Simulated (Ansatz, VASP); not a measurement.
## One calculation of SrCl2, two programs

File POSCAR:

```
SrCl2
1.0
    0.0000000000      3.2066600000      3.7643400000
    3.2066600000      0.0000000000      3.7643400000
    3.2066600000      3.2066600000      0.0000000000
Sr Cl
1 2
Direct
    0.0000000000      0.0000000000      0.0000000000
    0.2500000000      0.2500000000      0.2500000000
    0.7500000000      0.7500000000      0.7500000000
```

File INCAR.step1:

```
ALGO = Normal ; EDIFF = 1E-4
ENCUT = 520 ; GGA = PE
ISMEAR = 0 ; LASPH = True
LCHARG = False ; LREAL = False
LWAVE = True ; NBANDS = 19
NELM = 80 ; PREC = Accurate
SIGMA = 0.05
```

The input INCAR.step2:

```
ALGO = Normal ; EDIFF = 1E-7
ENCUT = 520 ; ISIF = 2
ISMEAR = 0 ; ISTART = 1
LASPH = True ; LCHARG = False
LMIXTAU = True ; LREAL = False
LWAVE = False ; METAGGA = R2SCAN
NBANDS = 19 ; NELM = 80
PREC = Accurate ; SIGMA = 0.05
```

The input KPOINTS:

```
k-points
0
Gamma
  6 6 6
```

Input for Ansatz:

```yaml
crystal:
  lattice:
    - [0.0, 3.20666, 3.76434]
    - [3.20666, 0.0, 3.76434]
    - [3.20666, 3.20666, 0.0]
  atoms:
    - { symbol: Sr, position: [0.0, 0.0, 0.0] }
    - { symbol: Cl, position: [0.25, 0.25, 0.25] }
    - { symbol: Cl, position: [0.75, 0.75, 0.75] }
basis:
  ecutwfc: 500
kpoints:
  mp_grid: { grid: [6, 6, 6] }
hamiltonian:
  xc: r2scan
scf:
  occupations: { method: gaussian, width: 0.05 }
output:
  forces: true
  stress: true
  eigenvalues: true
  write_density: true
  write_potential: true
  elf: true
  volumetric_format: npy
```

Change from the starting cell: strain -0.080 along x and y, +0.080 along z, atoms carried along.

Alike in both runs: task single point; functional r2SCAN; k mesh 6 × 6 × 6; occupations gaussian, width 0.05 eV; no spin polarisation.

|  | VASP | Ansatz |
| --- | --- | --- |
| version | VASP 6.6.1 | Ansatz 0.2.0 |
| potentials or method | VASP PAW PBE potentials, release 64 (Sr_sv, Cl), cutoff 520 eV | scalar-relativistic, plane waves, PAW |
| valence electrons in the cell | 24 | 24 |

|  | VASP | Ansatz | Ansatz less VASP |
| --- | --- | --- | --- |
| gap on the k mesh at the Fermi level (eV) | 4.70 | 4.70 | +0.003 |
| least direct gap on the mesh (eV) | 5.08 | 5.08 | +0.001 |
| pressure (GPa) | 5.0 | 4.9 | -0.08 |
| traceless stress, the component that is largest in VASP (GPa) | -6.75 | -6.80 | -0.045 |

VASP's potentials were made for PBE, not for r2SCAN.
